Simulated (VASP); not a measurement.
Here is a VASP 6.6.1 calculation.

The input POSCAR:

```
CoO
1.0
   -1.5080000000      1.5080000000      2.1072475377
    1.5080000000     -1.5080000000      2.1072475377
    1.5080000000      1.5080000000     -2.1072475377
Co O
1 1
Direct
    0.0000000000      0.0000000000      0.0000000000
    0.5000000000      0.5000000000      0.0000000000
```

The input INCAR.step1:

```
  ALGO = Normal
  EDIFF = 1E-5
  ENCUT = 520
  GGA = PE
  ISIF = 2
  ISMEAR = -1
  ISPIN = 2
  KPAR = 4
  LASPH = T
  LCHARG = F
  LMAXMIX = 4
  LORBIT = 11
  LREAL = F
  LWAVE = T
  MAGMOM = 2 0
  NBANDS = 18
  NELM = 150
  PREC = Accurate
  SIGMA = 0.05
```

File INCAR.step2:

```
  AEXX = 0.25
  ALGO = Normal
  EDIFF = 1E-7
  ENCUT = 520
  GGA = PE
  HFSCREEN = 0.3
  ISIF = 2
  ISMEAR = -1
  ISPIN = 2
  ISTART = 1
  KPAR = 4
  LASPH = T
  LCHARG = F
  LHFCALC = T
  LMAXMIX = 4
  LORBIT = 11
  LREAL = F
  LWAVE = F
  MAGMOM = 2 0
  NBANDS = 18
  NELM = 150
  PREC = Accurate
  PRECFOCK = Normal
  SIGMA = 0.05
```

Contents of KPOINTS:

```
k-points
0
Gamma
  6 6 6
```

Potentials or basis: VASP PAW PBE potentials, release 64 (Co, O).

The run is started by

```bash
$ cat potpaw_PBE.64/Co/POTCAR potpaw_PBE.64/O/POTCAR > POTCAR
$ cp INCAR.step1 INCAR
$ mpirun -np 4 vasp_std > vasp.out
$ cp INCAR.step2 INCAR
$ mpirun -np 4 vasp_std > vasp.out
```

(1) Estimate the net moment.

(2) What does it give for the pressure?

(3) What does it give for the band gap on the k mesh?

(4) Estimate the site moments.

## Answers

(1) 3.00 μB per cell.

(2) -5.0 GPa.

(3) zero (filled and empty bands overlap).

(4) Co +2.73; O +0.25 μB.

Caveat: the k points lie up to 0.43 Å⁻¹ apart, too coarse for converged energies and pressures of a metal; the PAW data sets were made with another functional, which shifts forces and pressure a little; a cell with one magnetic atom can't hold antiferromagnetic order, which such compounds often take.
